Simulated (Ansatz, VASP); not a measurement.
SnO2 in VASP and in Ansatz

Contents of INCAR:

```
SYSTEM = SnO2
PREC     = Accurate       ! precision mode
ENCUT    = 520            ! plane-wave cutoff, eV
EDIFF    = 1E-6           ! SCF threshold, eV
ISMEAR   = 0              ! smearing method
SIGMA    = 0.01           ! smearing width, eV
LREAL    = .False.        ! projectors in reciprocal space
LASPH    = .True.         ! aspherical terms in the spheres
NELM     = 80             ! most SCF steps
ALGO     = Normal         ! electronic algorithm
ISIF     = 2              ! what is computed and relaxed
LWAVE    = .False.        ! write WAVECAR
LCHARG   = .False.        ! write CHGCAR
NBANDS   = 20             ! bands
```

The input KPOINTS:

```
regular mesh
0
Gamma
  6 6 6
  0 0 0
```

Contents of POSCAR:

```
SnO2
1.0
    1.6143903456      0.9320713494      4.7925756445
   -1.6143903456      0.9320713494      4.7925756445
    0.0000000000     -1.8641426987      4.7925756445
Sn O
1 2
Direct
    0.5094200000      0.4755800000      0.5048900000
    0.3016900000      0.2038700000      0.1931600000
    0.8449500000      0.6905000000      0.7700400000
```

Input for Ansatz:

```yaml
crystal:
  lattice:
    - [1.614390345564042, 0.9320713493552966, 4.792575644528928]
    - [-1.614390345564042, 0.9320713493552966, 4.792575644528928]
    - [0.0, -1.8641426987105931, 4.792575644528928]
  atoms:
    - { symbol: Sn, position: [0.50942, 0.47558, 0.50489] }
    - { symbol: O, position: [0.30169, 0.20387, 0.19316] }
    - { symbol: O, position: [0.84495, 0.6905, 0.77004] }
basis:
  ecutwfc: 540.0
  xc_grid: 2
kpoints:
  mp_grid:
    grid: [6, 6, 6]
hamiltonian:
  xc: lda
scf:
  convergence:
    dr2_threshold: 1.0e-09
  occupations:
    method: fixed
output:
  forces: true
  stress: true
```

Alike in both runs: task single point; functional LDA; k mesh 6 × 6 × 6; no spin polarisation.

|  | VASP | Ansatz |
| --- | --- | --- |
| version | VASP 6.6.1 | Ansatz 0.2.0 |
| potentials or method | VASP PAW LDA potentials, release 64 (Sn_d, O), cutoff 520 eV | plane waves, PAW |
| occupations | gaussian, width 0.01 eV | fixed |
| valence electrons in the cell | 26 | 26 |

|  | VASP | Ansatz | Ansatz less VASP |
| --- | --- | --- | --- |
| pressure (GPa) | 2.3 | 1.5 | -0.85 |
| traceless stress, the component that is largest in VASP (GPa) | 8.02 | 7.91 | -0.105 |
| rms of the force components (eV/Å) | 1.620 | 1.577 | -0.0434 |

LDA's correlation is that of Perdew and Zunger in VASP and of Perdew and Wang (1992) in Ansatz. Atom by atom the forces differ by 0.052 eV/Å (rms over components). Ansatz's warnings: stress scf threshold loose.
